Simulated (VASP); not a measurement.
A run of VASP 6.6.1 is set up as follows.

File INCAR:

```
SYSTEM = Al3Ni2
PREC     = Accurate       ! precision mode
ENCUT    = 520            ! plane-wave cutoff, eV
EDIFF    = 1E-7           ! SCF threshold, eV
ISMEAR   = 0              ! smearing method
SIGMA    = 0.1            ! smearing width, eV
LREAL    = .False.        ! projectors in reciprocal space
LASPH    = .True.         ! aspherical terms in the spheres
NELM     = 100            ! most SCF steps
ALGO     = Fast           ! electronic algorithm
ISIF     = 2              ! what is computed and relaxed
LWAVE    = .False.        ! write WAVECAR
LCHARG   = .True.         ! write CHGCAR
GGA      = PS             ! functional
LELF     = .True.         ! ELF
LVHAR    = .True.       
NBANDS   = 22             ! bands
```

File KPOINTS:

```
regular mesh
0
Gamma
  12 12 8
  0 0 0
```

Contents of POSCAR:

```
Al3Ni2
1.0
    3.8844843793      0.0000000000      0.0000000000
   -1.9422421896      3.3640621531      0.0000000000
    0.0000000000      0.0000000000      4.7292947700
Al Ni
3 2
Direct
    0.0000000000      0.0000000000      0.0000000000
    0.3333333333      0.6666666667      0.6462224176
    0.6666666667      0.3333333333      0.3537775824
    0.3333333333      0.6666666667      0.1466854904
    0.6666666667      0.3333333333      0.8533145096
```

Potentials or basis: VASP PAW PBE potentials, release 64 (Al, Ni).

Command:

```bash
$ cat potpaw_PBE.64/Al/POTCAR potpaw_PBE.64/Ni/POTCAR > POTCAR
$ mpirun -np 1 vasp_std > vasp.out
```

**Question.** Estimate the band gap on the k mesh.

**Answer.** Zero (an odd number of electrons rules out a gap without spin polarisation).

**Question.** Predict the largest force.

**Answer.** 0.016 eV/Å.

**Question.** Predict the pressure.

**Answer.** 15.1 GPa.

Stress tensor (GPa, compression positive):
```
15.06  0.00  0.00
 0.00 15.06  0.00
 0.00  0.00 15.14
```

Caveat: the cell stands under pressure; the PAW data sets were made with another functional, which shifts forces and pressure a little. Spin polarisation is off, so any magnetic state and its effect on volume and gap are missing.
